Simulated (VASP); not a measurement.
Write the native input for VASP 6.6.1 that does the following.

```
Task                   : single point
Functional             : LDA
Potentials or basis    : VASP PAW LDA potentials, release 64 (Sr_sv, Ti_sv, O)
Cutoff                 : 520 eV
k mesh                 : 8 × 8 × 8
Occupations            : fermi-dirac, width 0.05 eV
Spin                   : no spin polarisation
Dipole correction      : no
Further INCAR settings : ALGO = Normal; EDIFF = 1e-07; NBANDS = 28
```

The structure of SrTiO3 lies in POSCAR:

```
SrTiO3
1.0
    3.8542043545      0.0000000000      0.0000000000
    0.0000000000      3.8542043545      0.0000000000
    0.0000000000      0.0000000000      3.8542043545
Sr Ti O
1 1 3
Direct
    0.5000000000      0.5000000000      0.5000000000
    0.0000000000      0.0000000000      0.0000000000
    0.5000000000      0.0000000000      0.0000000000
    0.0000000000      0.5000000000      0.0000000000
    0.0000000000      0.0000000000      0.5000000000
```

One way to write it, as run:

INCAR

```
SYSTEM = SrTiO3
  PREC = Accurate
  ENCUT = 520
  EDIFF = 1E-7
  ISMEAR = -1
  SIGMA = 0.05
  LREAL = .False.
  LASPH = .True.
  NELM = 60
  ALGO = Normal
  ISIF = 2
  LWAVE = .False.
  LCHARG = .True.
  GGA = CA
  LELF = .True.
  LVHAR = .True.
  NBANDS = 28
```

KPOINTS

```
regular mesh
0
Gamma
  8 8 8
  0 0 0
```

Potentials or basis: VASP PAW LDA potentials, release 64 (Sr_sv, Ti_sv, O).

Command:

```sh
$ cat potpaw_LDA.64/Sr_sv/POTCAR potpaw_LDA.64/Ti_sv/POTCAR potpaw_LDA.64/O/POTCAR > POTCAR
$ mpirun -np 1 vasp_std > vasp.out
```

Results of the run:

* Pressure: 1.1 GPa
* Band gap on the k mesh: 1.82 eV, indirect (least direct gap 2.15 eV)

Run time: 28 s on 1 thread of Intel(R) Xeon(R) 6975P-C (Granite Rapids), with other jobs on the host, peak memory 0.18 GiB.
